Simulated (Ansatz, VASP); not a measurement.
Two plane-wave programs on C

```xyz
2
Lattice="0.0000 1.7800 1.7800 1.7800 0.0000 1.7800 1.7800 1.7800 0.0000" Properties=species:S:1:pos:R:3 pbc="T T T"
C     0.0000    0.0000    0.0000
C     0.8900    0.8900    0.8900
```

Alike in both runs: task relaxation of cell and atoms; functional PBE; k mesh 12 × 12 × 12; occupations gaussian, width 0.02 eV; no spin polarisation.

|  | VASP | Ansatz |
| --- | --- | --- |
| version | VASP 6.6.1 | Ansatz 0.2.0 |
| potentials or method | VASP PAW PBE potentials, release 64 (C), cutoff 600 eV | scalar-relativistic, plane waves, PAW |
| valence electrons in the cell | 8 | 8 |

VASP gave:

* gap on the k mesh at the Fermi level, each at its own relaxed structure (eV): 4.14
* relaxed volume (Å³/atom): 5.70
* relaxed cell length with the largest relative difference (Å): 2.526

Problem. Which values does Ansatz return?

Solution. gap on the k mesh at the Fermi level, each at its own relaxed structure (eV): 4.15; relaxed volume (Å³/atom): 5.70; relaxed cell length with the largest relative difference (Å): 2.526.
